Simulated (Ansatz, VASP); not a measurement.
# One calculation of KF, two programs

```
CELL_PARAMETERS angstrom
0.00000 2.71054 2.81218
2.56823 0.00000 2.81218
2.56823 2.71054 0.00000
ATOMIC_POSITIONS crystal
K 0.00000 0.00000 0.00000
F 0.50000 0.50000 0.50000
```

Change from the starting cell: normal strain along x -0.0525, normal strain along z +0.0375.

Alike in both runs: task single point; functional PBE; k mesh 8 × 8 × 8; occupations gaussian, width 0.05 eV; no spin polarisation.

|  | VASP | Ansatz |
| --- | --- | --- |
| version | VASP 6.6.1 | Ansatz 0.2.0 |
| potentials or method | VASP PAW PBE potentials, release 64 (K_sv, F), cutoff 520 eV | scalar-relativistic, plane waves, PAW |
| valence electrons in the cell | 16 | 16 |

Ansatz gave:

| Property | Result |
| --- | --- |
| gap on the k mesh at the Fermi level (eV) | 5.94 |
| least direct gap on the mesh (eV) | 5.94 |
| pressure (GPa) | 1.0 |
| traceless stress, the component that is largest in VASP (GPa) | 2.75 |

Estimate VASP's values.

gap on the k mesh at the Fermi level (eV): 5.92; least direct gap on the mesh (eV): 5.92; pressure (GPa): 1.1; traceless stress, the component that is largest in VASP (GPa): 2.86.
